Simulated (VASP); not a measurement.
Input of a VASP 6.6.1 run:

INCAR

```
SYSTEM = ZnCu
ALGO = Fast
EDIFF = 1E-6
ENCUT = 520
GGA = PE
ISIF = 2
ISMEAR = 0
LASPH = .TRUE.
LCHARG = .FALSE.
LREAL = .FALSE.
LWAVE = .FALSE.
NBANDS = 56
NELM = 80
PREC = Accurate
SIGMA = 0.1
```

The input KPOINTS:

```
k-points
0
G
  9 9 1
  0 0 0
```

The input POSCAR:

```
ZnCu
1.0
    2.6613927863      0.0000000000      0.0000000000
   -1.3306963932      2.3048337624      0.0000000000
    0.0000000000      0.0000000000     17.8665603084
Zn Cu
4 4
Direct
    0.3333333333      0.6666666667      0.1742193707
    0.6666666667      0.3333333333      0.6742193707
    0.3333333333      0.6666666667      0.3257806293
    0.6666666667      0.3333333333      0.8257806293
    0.3333333333      0.6666666667      0.5567554212
    0.6666666667      0.3333333333      0.0567554212
    0.3333333333      0.6666666667      0.9432445788
    0.6666666667      0.3333333333      0.4432445788
```

Potentials or basis: VASP PAW PBE potentials, release 64 (Zn, Cu).

Launch:

```console
$ cat potpaw_PBE.64/Zn/POTCAR potpaw_PBE.64/Cu/POTCAR > POTCAR
$ mpirun -np 1 vasp_std > vasp.out
```

**Question.** Estimate the pressure.

**Answer.** 0.5 GPa.

**Question.** Predict the band gap on the k mesh.

**Answer.** Zero (bands 46 and 47 overlap by 3.42 eV).

**Question.** Predict the largest force.

**Answer.** 0.017 eV/Å.

Forces on the atoms (eV/Å):
```
Zn   0.000  0.000  0.017
Zn   0.000  0.000  0.017
Zn   0.000  0.000 -0.017
Zn   0.000  0.000 -0.017
Cu   0.000  0.000 -0.010
Cu   0.000  0.000 -0.010
Cu   0.000  0.000  0.010
Cu   0.000  0.000  0.010
```
